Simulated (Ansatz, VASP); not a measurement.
Given: the input of a run of VASP 6.6.1 on In.

Contents of POSCAR:

```
In
1.0
    3.3575747290      0.0000000000      0.0000000000
   -1.6787873645      2.9077450104      0.0000000000
    0.0000000000      0.0000000000      5.5456283735
In
2
Direct
    0.6666666667      0.3333333333      0.7500000000
    0.3333333333      0.6666666667      0.2500000000
```

The input INCAR.step1:

```
PREC     = Accurate       # precision mode
ENCUT    = 520            # plane-wave cutoff, eV
EDIFF    = 1E-5           # SCF threshold, eV
ISMEAR   = -1             # smearing method
SIGMA    = 0.05           # smearing width, eV
LREAL    = False          # projectors in reciprocal space
LASPH    = True           # aspherical terms in the spheres
NELM     = 80             # most SCF steps
ALGO     = Normal         # electronic algorithm
ISIF     = 2              # what is computed and relaxed
LWAVE    = True           # write WAVECAR
LCHARG   = False          # write CHGCAR
GGA      = PE             # functional
NBANDS   = 20             # bands
```

INCAR.step2

```
PREC     = Accurate       # precision mode
ENCUT    = 520            # plane-wave cutoff, eV
EDIFF    = 1E-6           # SCF threshold, eV
ISMEAR   = -1             # smearing method
SIGMA    = 0.05           # smearing width, eV
LREAL    = False          # projectors in reciprocal space
LASPH    = True           # aspherical terms in the spheres
NELM     = 80             # most SCF steps
ALGO     = Normal         # electronic algorithm
ISIF     = 2              # what is computed and relaxed
LWAVE    = False          # write WAVECAR
LCHARG   = False          # write CHGCAR
GGA      = PE             # functional
LHFCALC  = True           # exact exchange
AEXX     = 0.25           # exact-exchange fraction
PRECFOCK = Normal       
ISTART   = 1            
NBANDS   = 20             # bands
```

The input KPOINTS:

```
Automatic mesh
0
Gamma
  4 4 4
```

Potentials or basis: VASP PAW PBE potentials, release 64 (In_d).

Command:

```console
$ cat potpaw_PBE.64/In_d/POTCAR > POTCAR
$ cp INCAR.step1 INCAR
$ mpirun -np 1 vasp_std > vasp.out
$ cp INCAR.step2 INCAR
$ mpirun -np 1 vasp_std > vasp.out
```

Problem. Translate it to Ansatz 0.2.0. Potentials there: Ansatz PAW.

Solution. As run (the cutoff follows the program's own potentials):

input.yaml

```yaml
crystal:
  lattice:
    - [3.357574729, 0.0, 0.0]
    - [-1.6787873645, 2.9077450104, 0.0]
    - [0.0, 0.0, 5.5456283735]
  atoms:
    - { symbol: In, position: [0.6666666667, 0.3333333333, 0.75] }
    - { symbol: In, position: [0.3333333333, 0.6666666667, 0.25] }
hamiltonian:
  xc: pbe0
  pseudopotentials: { kind: paw }
kpoints:
  mp_grid: { grid: [4, 4, 4] }
scf:
  occupations: { method: fermi_dirac, width: 0.05 }
output:
  forces: true
  stress: true
  eigenvalues: true
```

Potentials or basis: Ansatz PAW.

Launch:

```bash
$ ansatz run input.yaml --threads 2 --pin off --max-ram 5632MiB --backend cpu --events-out ev --progress --plain --runs-dir out
```

Both were run:

|  | VASP | Ansatz | Ansatz less VASP |
| --- | --- | --- | --- |
| gap on the k mesh at the Fermi level (eV) | none | none | - |
| pressure (GPa) | 1.2 | 1.3 | +0.15 |
| traceless stress, the component that is largest in VASP (GPa) | -5.59 | -5.26 | +0.325 |

A gap of «none» marks a metal or a gap that the smearing closes.

The k mesh is coarse, so the values compare programs but aren't converged.
